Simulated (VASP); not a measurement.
The system is ZnS.

```
CELL_PARAMETERS angstrom
3.43947 0.00000 0.00000
0.00000 3.43947 0.00000
0.00000 0.00000 2.75210
ATOMIC_POSITIONS crystal
Zn 0.50000 0.50000 0.50000
S 0.00000 0.00000 0.00000
```

- Program: VASP 6.6.1
- Task: relaxation of cell and atoms
- Functional: PBE
- Potentials or basis: VASP PAW PBE potentials, release 64 (Zn, S)
- Cutoff: 600 eV
- k mesh: 6 × 6 × 6
- Occupations: gaussian, width 0.1 eV
- Spin: no spin polarisation

At the start: pressure 1.4 GPa; volume 16.28 Å³/atom.

Task: How do energy, volume and symmetry change on relaxing?

Result: Over 6 steps the energy falls by 43.0 meV/atom; space group P4/mmm (No. 123, to 0.05 Å).

The path:
```
step  energy change (eV)  largest force (eV/Å)  pressure (GPa)  volume (Å³)
   1              0.0000                0.0000            1.45        32.56
   2             -0.0767                0.0000           -1.10        33.21
   3             -0.0803                0.0000           -1.41        33.34
   4             -0.0807                0.0000           -1.60        33.39
   5             -0.0808                0.0000           -1.70        33.41
   6             -0.0860                0.0000            0.05        32.57
```

Final structure:
```cif
data_structure
_symmetry_space_group_name_H-M 'P 1'
_symmetry_Int_Tables_number 1
_cell_length_a 3.3369
_cell_length_b 3.3369
_cell_length_c 2.9249
_cell_angle_alpha 90.000
_cell_angle_beta 90.000
_cell_angle_gamma 90.000
_cell_volume 32.57
loop_
_atom_site_label
_atom_site_type_symbol
_atom_site_fract_x
_atom_site_fract_y
_atom_site_fract_z
_atom_site_occupancy
Zn1 Zn 0.50000 0.50000 0.50000 1
S1 S 0.00000 0.00000 0.00000 1
```

Caveat: the k points lie up to 0.36 Å⁻¹ apart in the final cell.
